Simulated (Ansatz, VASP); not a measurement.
MnO2 in VASP and in Ansatz

```xyz
3
Lattice="2.9203 0.0000 0.0000 -1.4602 2.5291 0.0000 0.0000 0.0000 5.5070" Properties=species:S:1:pos:R:3 pbc="T T T"
Mn    0.0000    0.0000    0.0000
O     0.0000    1.6860    0.9520
O     1.4602    0.8430    4.5550
```

Alike in both runs: task single point; functional PBE; k mesh 10 × 10 × 6; occupations gaussian, width 0.05 eV; collinear spin; Hubbard terms Mn d U = 3.9 eV.

|  | VASP | Ansatz |
| --- | --- | --- |
| version | VASP 6.6.1 | Ansatz 0.2.0 |
| potentials or method | VASP PAW PBE potentials, release 64 (Mn_pv, O), cutoff 520 eV | scalar-relativistic, plane waves, PAW |
| valence electrons in the cell | 25 | 27 |

VASP gave:

- gap on the k mesh at the Fermi level (eV): 1.85
- least direct gap on the mesh (eV): 2.03
- pressure (GPa): 0.4
- traceless stress, the component that is largest in VASP (GPa): 0.13
- rms of the force components (eV/Å): 0.040
- net moment per atom (μB): 1.00
- size of the moment on the site where the two differ most (μB): 3.24

Task: Estimate Ansatz's values.

Result: gap on the k mesh at the Fermi level (eV): 1.84; least direct gap on the mesh (eV): 2.01; pressure (GPa): 0.0; traceless stress, the component that is largest in VASP (GPa): 0.02; rms of the force components (eV/Å): 0.000; net moment per atom (μB): 1.00; size of the moment on the site where the two differ most (μB): 2.86.

Site moments also hang on the region over which each program counts them. The programs project onto different local orbitals, so the same U acts differently, and such runs can settle in different states. Atom by atom the forces differ by 0.041 eV/Å (rms over components). VASP's potentials hold 25 valence electrons a cell and Ansatz's 27, so a difference there can come from the potentials and not from the codes. Ansatz's warnings: stability check not made.
